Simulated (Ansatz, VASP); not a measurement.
**One calculation of NaH, two programs**

```
Na H
1.0
     2.95512    0.00000    0.00000
     0.00000    2.95512    0.00000
     0.00000    0.00000    2.95512
Na H
1 1
Direct
  0.00000 0.00000 0.00000
  0.50000 0.50000 0.50000
```

Alike in both runs: task single point; functional PBE; k mesh 9 × 9 × 9; occupations gaussian, width 0.02 eV; no spin polarisation.

```csv
,VASP,Ansatz
version,VASP 6.6.1,Ansatz 0.2.0
potentials or method,"VASP PAW PBE potentials, release 64 (Na_pv, H), cutoff 520 eV","all-electron LAPW, scalar-relativistic"
```

```tsv
	VASP	Ansatz	Ansatz less VASP
gap on the k mesh at the Fermi level (eV)	1.50	1.50	+0.002
least direct gap on the mesh (eV)	4.81	4.81	+0.003
pressure (GPa)	0.2	0.2	+0.09
```

Ansatz ran all-electron here, and VASP with PAW potentials.
